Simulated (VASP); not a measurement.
# SrTe (Fm-3m) in VASP: single point with LDA

Aim: the single point of SrTe with LDA.

All numbers are computed with VASP 6.6.1; they aren't measurements. Logs are shortened: lines on timing, memory, paths and dates and some standing lists are left out, and cuts for length are marked.

### 1 The cell of the first run

It takes space group Fm-3m (No. 225, cubic). Conventional cell: a = 6.553 Å, b = 6.553 Å, c = 6.553 Å, α = 90.00°, β = 90.00°, γ = 90.00°. Sr (site symmetry m-3m) has 6 Te at 3.28 Å within 4.3 Å. Te (site symmetry m-3m) has 6 Sr at 3.28 Å within 4.3 Å.

### 2 Single point, LDA

Input file INCAR:

```
PREC = Accurate
ENCUT = 500
EDIFF = 1E-6
ISMEAR = 1
SIGMA = 0.0102
LREAL = False
LASPH = True
NELM = 120
ALGO = Normal
ISIF = 2
LWAVE = False
LCHARG = True
GGA = CA
LELF = True
LVHAR = True
NBANDS = 15
GGA_COMPAT = False
```

Input file KPOINTS:

```
regular mesh
0
Gamma
  7 7 7
```

Input file POSCAR:

```
SrTe
1.0
    0.0000000000      3.2763020000      3.2763020000
    3.2763020000      0.0000000000      3.2763020000
    3.2763020000      3.2763020000      0.0000000000
Sr Te
1 1
Direct
    0.0000000000      0.0000000000      0.0000000000
    0.5000000000      0.5000000000      0.5000000000
```

Potentials or basis: VASP PAW LDA potentials, release 64 (Sr_sv, Te).

On the command line:

```
$ cat potpaw_LDA.64/Sr_sv/POTCAR potpaw_LDA.64/Te/POTCAR > POTCAR
$ mpirun -np 1 vasp_std > vasp.out
```

OUTCAR:

```text
PREC = Accurate
   ENCUT = 500
   EDIFF = 1E-6
   ISMEAR = 1
   LREAL = False
   LASPH = True
   NELM = 120
   ISIF = 2
   GGA = CA

 ion  position               nearest neighbor table
   1  0.000  0.000  0.000-   2 3.28   2 3.28   2 3.28   2 3.28   2 3.28   2 3.28
   2  0.500  0.500  0.500-   1 3.28   1 3.28   1 3.28   1 3.28   1 3.28   1 3.28

  LATTYP: Found a face centered cubic cell.
 ALAT       =     6.5526040000

  Lattice vectors:

 A1 = (   0.0000000000,   3.2763020000,   3.2763020000)
 A2 = (   3.2763020000,   0.0000000000,   3.2763020000)
 A3 = (   3.2763020000,   3.2763020000,   0.0000000000)

Analysis of symmetry for initial positions (statically):
=====================================================================
 Subroutine PRICEL returns:
 Original cell was already a primitive cell.

 Routine SETGRP: Setting up the symmetry group for a
 face centered cubic supercell.

 Subroutine GETGRP returns: Found 48 space group operations
 (whereof 48 operations were pure point group operations)
 out of a pool of 48 trial point group operations.

The static configuration has the point symmetry O_h .

Analysis of symmetry for dynamics (positions and initial velocities):
=====================================================================
 Subroutine PRICEL returns:
 Original cell was already a primitive cell.

 Routine SETGRP: Setting up the symmetry group for a
 face centered cubic supercell.

 Subroutine GETGRP returns: Found 48 space group operations
 (whereof 48 operations were pure point group operations)
 out of a pool of 48 trial point group operations.

The dynamic configuration has the point symmetry O_h .

 Subroutine INISYM returns: Found 48 space group operations
 (whereof 48 operations are pure point group operations),
 and found     1 'primitive' translations

----------------------------------------------------------------------------------------

                                     Primitive cell

  volume of cell :      70.3367

  direct lattice vectors                    reciprocal lattice vectors
     0.000000000  3.276302000  3.276302000    -0.152611084  0.152611084  0.152611084
     3.276302000  0.000000000  3.276302000     0.152611084 -0.152611084  0.152611084
     3.276302000  3.276302000  0.000000000     0.152611084  0.152611084 -0.152611084

  length of vectors
     4.633390723  4.633390723  4.633390723     0.264330151  0.264330151  0.264330151

  position of ions in fractional coordinates (direct lattice)
     0.000000000  0.000000000  0.000000000
     0.500000000  0.500000000  0.500000000

  ion indices of the primitive-cell ions
   primitive index   ion index
                 1           1
                 2           2

----------------------------------------------------------------------------------------

 KPOINTS: regular mesh

Automatic generation of k-mesh.
 Grid dimensions read from file:
 generate k-points for:    7    7    7

 Generating k-lattice:

  Cartesian coordinates                     Fractional coordinates (reciprocal lattice)
    -0.021801583  0.021801583  0.021801583     0.142857143  0.000000000  0.000000000
     0.021801583 -0.021801583  0.021801583     0.000000000  0.142857143  0.000000000
     0.021801583  0.021801583 -0.021801583     0.000000000  0.000000000  0.142857143

  Length of vectors
     0.037761450  0.037761450  0.037761450

  Shift w.r.t. Gamma in fractional coordinates (k-lattice)
     0.000000000  0.000000000  0.000000000

 Subroutine IBZKPT returns following result:
 ===========================================

 Found     20 irreducible k-points:

 Following reciprocal coordinates:
            Coordinates               Weight
  0.000000  0.000000  0.000000      1.000000
  0.142857  0.000000  0.000000      8.000000
  0.285714  0.000000  0.000000      8.000000
  0.428571  0.000000  0.000000      8.000000
  0.142857  0.142857  0.000000      6.000000
  0.285714  0.142857  0.000000     24.000000
[... 12 lines left out ...]
 -0.428571  0.428571  0.142857     24.000000
 -0.285714  0.428571  0.142857     24.000000
   k-points           NKPTS =     20   k-points in BZ     NKDIM =     20   number of bands    NBANDS=     15
   number of dos      NEDOS =    301   number of ions     NIONS =      2
   total plane-waves  NPLWV =  46656
   dimension x,y,z NGX =    36 NGY =   36 NGZ =   36
   dimension x,y,z NGXF=    72 NGYF=   72 NGZF=   72
   ions per type =               1   1
   NGX,Y,Z   is equivalent  to a cutoff of  12.92, 12.92, 12.92 a.u.
   NGXF,Y,Z  is equivalent  to a cutoff of  25.83, 25.83, 25.83 a.u.
 SYSTEM =  unknown system
   PREC   = accura    normal or accurate (medium, high low for compatibility)
   ISTART =      0    job   : 0-new  1-cont  2-samecut
   ICHARG =      2    charge: 1-file 2-atom 10-const
   ISPIN  =      1    spin polarized calculation?
   LNONCOLLINEAR =      F non collinear calculations
   LSORBIT =      F    spin-orbit coupling
   LASPH  =      T    aspherical Exc in radial PAW
   ENCUT  =  500.0 eV  36.75 Ry    6.06 a.u.   8.45  8.45  8.45*2*pi/ulx,y,z
   NELM   =    120;   NELMIN=  2; NELMDL= -5     # of ELM steps
   EDIFF  = 0.1E-05   stopping-criterion for ELM
   LREAL  =      F    real-space projection
   EDIFFG = 0.1E-04   stopping-criterion for IOM
   NSW    =      0    number of steps for IOM
   IBRION =     -1    ionic relax: 0-MD 1-quasi-New 2-CG
   NFREE  =      0    steps in history (QN), initial steepest desc. (CG)
   ISIF   =      2    stress and relaxation
   ISYM   =      2    0-nonsym 1-usesym 2-fastsym
   POTIM  = 0.5000    time-step for ionic-motion
   TEBEG  =    0.0;   TEEND  =   0.0 temperature during run
   PSTRESS=    0.0 pullay stress
   NELECT =      16.0000    total number of electrons
   NUPDOWN=      -1.0000    fix difference up-down
   EMIN   =  10.00;   EMAX   =-10.00  energy-range for DOS
   EFERMI =   0.00;   METHOD = LEGACY
   ISMEAR =     1;   SIGMA  =   0.01  broadening in eV -4-tet -1-fermi 0-gaus
   EFERMI_NEDOS =   21; number of points for ismear=-14 and -15
   IALGO  =     38    algorithm
   IMIX   =      4    mixing-type and parameters
     AMIX     =   0.40;   BMIX     =  1.00
     AMIX_MAG =   1.60;   BMIX_MAG =  1.00
  volume/ion in A,a.u.               =      35.17       237.33
  Fermi-wavevector in a.u.,A,eV,Ry     =   0.999358  1.888512 13.588350  0.998716
  Thomas-Fermi vector in A             =   2.131642
   LORBIT       =      0    0 simple, 1 ext, 2 COOP (PROOUT), +10 PAW based schemes
   GGA     = CA    functional components
   LHFCALC =     F    Hartree Fock is set to
   AEXX    =    0.0000 exact exchange contribution
   IVDW    =     0    specifies the selected vdW correction
   LEPSILON=     F    determine dielectric tensor
   LRPA    =     F    only Hartree local field effects (RPA)
 non-spin polarized calculation
 Methfessel and Paxton  Order N= 1 SIGMA  =   0.01
  energy-cutoff  :      500.00
  volume of cell :       70.34
 maximum number of plane-waves:      1807
 NGX is ok and might be reduce to    36
   NGX = 17   NGY = 17   NGZ = 17

 number of electron      16.0000000 magnetization

 Free energy of the ion-electron system (eV)
  ---------------------------------------------------
  ext. energy  EPLUGINS =         0.00000000
  ---------------------------------------------------
  free energy    TOTEN  =        -9.25872312 eV

  energy without entropy =       -9.25872312  energy(sigma->0) =       -9.25872312

 E-fermi :   3.1260     XC(G=0):  -9.0068

 val. band max:        3.0616939511   @ k =   0.0000   0.0000   0.0000
 cond. band min:       4.5548383879   @ k =   0.4286   0.4286   0.0000
 fundamental gap:      1.4931444368
 Fermi energy:         3.1259942160

 k-point     1 :       0.0000    0.0000    0.0000
  band No.  band energies     occupation
      1     -31.3222      2.00000
      2     -13.4301      2.00000
      3     -13.4301      2.00000
      4     -13.4301      2.00000
      5      -7.1394      2.00000
      6       3.0617      2.00000
      7       3.0617      2.00000
      8       3.0617      2.00000
      9       5.9206      0.00000
     10       6.1511      0.00000
     11       6.1511      0.00000
     12       6.1511      0.00000
     13       6.8917      0.00000
     14       6.8917      0.00000
     15      10.4473      0.00000

 k-point     2 :       0.1429    0.0000    0.0000
  band No.  band energies     occupation
      1     -31.3211      2.00000
      2     -13.4635      2.00000
      3     -13.4314      2.00000
      4     -13.4314      2.00000
      5      -7.0104      2.00000
      6       2.1586      2.00000
      7       2.7356      2.00000
      8       2.7356      2.00000
      9       6.0734      0.00000
     10       6.4351      0.00000
     11       6.4351      0.00000
     12       7.0577      0.00000
     13       7.4792      0.00000
     14       7.4792      0.00000
     15      11.1502      0.00000

 k-point     3 :       0.2857    0.0000    0.0000
  band No.  band energies     occupation
      1     -31.3185      2.00000
      2     -13.5362      2.00000
      3     -13.4343      2.00000
      4     -13.4343      2.00000
      5      -6.7026      2.00000
      6       0.8842      2.00000
      7       2.1967      2.00000
      8       2.1967      2.00000
      9       6.2284      0.00000
     10       7.1411      0.00000
     11       7.1411      0.00000
     12       8.6234      0.00000
     13       8.8368      0.00000
     14       8.8368      0.00000
     15      11.2875      0.00000
[... 271 lines left out ...]
 k-point    19 :      -0.4286    0.4286    0.1429
  band No.  band energies     occupation
      1     -31.3144      2.00000
      2     -13.5339      2.00000
      3     -13.4851      2.00000
      4     -13.4746      2.00000
      5      -6.5639      2.00000
      6       0.9625      2.00000
      7       1.7911      2.00000
      8       1.8365      2.00000
      9       5.5204      0.00000
     10       7.4924      0.00000
     11       8.3075      0.00000
     12       8.8260      0.00000
     13       9.1409      0.00000
     14       9.2247      0.00000
     15      11.5689      0.00000

 k-point    20 :      -0.2857    0.4286    0.1429
  band No.  band energies     occupation
      1     -31.3142      2.00000
      2     -13.5185      2.00000
      3     -13.5130      2.00000
      4     -13.4702      2.00000
      5      -6.5088      2.00000
      6       1.0914      2.00000
      7       1.2930      2.00000
      8       1.7481      2.00000
      9       6.3863      0.00000
     10       7.4054      0.00000
     11       7.7859      0.00000
     12       8.8966      0.00000
     13       9.0641      0.00000
     14      10.3061      0.00000
     15      11.6956      0.00000

------------------------ aborting loop because EDIFF is reached ----------------------------------------

  FORCE on cell =-STRESS in cart. coord.  units (eV):
  Direction    XX          YY          ZZ          XY          YZ          ZX
  --------------------------------------------------------------------------------------
  -------------------------------------------------------------------------------------
  Total       -0.1318172     -0.1318172     -0.1318172      0.0000000     -0.0000000      0.0000000
  in kB       -3.0026233     -3.0026233     -3.0026233      0.0000000     -0.0000000      0.0000000
  external PRESSURE =      -3.0026233 kB  Pullay stress =       0.0000000 kB

 VOLUME and BASIS-vectors are now :
 -----------------------------------------------------------------------------
  energy-cutoff  :      500.00
  volume of cell :       70.34
      direct lattice vectors                 reciprocal lattice vectors
     0.000000000  3.276302000  3.276302000    -0.152611084  0.152611084  0.152611084
     3.276302000  0.000000000  3.276302000     0.152611084 -0.152611084  0.152611084
     3.276302000  3.276302000  0.000000000     0.152611084  0.152611084 -0.152611084

 POSITION                                       TOTAL-FORCE (eV/Angst)
 -----------------------------------------------------------------------------------
      0.00000      0.00000      0.00000         0.000000      0.000000      0.000000
      3.27630      3.27630      3.27630        -0.000000     -0.000000     -0.000000
 -----------------------------------------------------------------------------------
    total drift:                                0.000000      0.000000      0.000000

  FREE ENERGIE OF THE ION-ELECTRON SYSTEM (eV)
  ---------------------------------------------------
  free  energy   TOTEN  =        -9.2587231202 eV

  energy  without entropy=       -9.2587231202  energy(sigma->0) =       -9.25872312
```

Wall time 29 s (1 thread of Intel Xeon 8259CL, shared host); peak memory 0.18 GiB.

Results:

```yaml
Free_energy: -9.2587 eV
Pressure: -0.3 GPa
Band_gap_on_the_k_mesh: 1.49 eV (least direct gap 2.26 eV)
```

Caveat: spin-orbit coupling is left out, which moves the levels of the heavy elements; an odd mesh through Γ misses points on the zone boundary, where band edges can lie.
